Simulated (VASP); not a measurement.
Input of a VASP 6.6.1 run:

Contents of INCAR:

```
ALGO = Normal
EDIFF = 1E-6
ENCUT = 520
GGA = PE
ISIF = 2
ISMEAR = 0
LASPH = True
LCHARG = False
LREAL = False
LWAVE = False
NBANDS = 17
NELM = 60
PREC = Accurate
SIGMA = 0.01
```

Contents of KPOINTS:

```
k-points
0
Gamma
  5 5 5
```

File POSCAR:

```
TePb
1.0
    0.0000000000      3.3352970530      3.3352970530
    3.3352970530      0.0000000000      3.3352970530
    3.3352970530      3.3352970530      0.0000000000
Te Pb
1 1
Direct
    0.5000000000      0.5000000000      0.5000000000
    0.0000000000      0.0000000000      0.0000000000
```

Potentials or basis: VASP PAW PBE potentials, release 64 (Te, Pb_d).

Run with:

```bash
$ cat potpaw_PBE.64/Te/POTCAR potpaw_PBE.64/Pb_d/POTCAR > POTCAR
$ mpirun -np 1 vasp_std > vasp.out
```

Estimate the pressure.

-1.7 GPa.
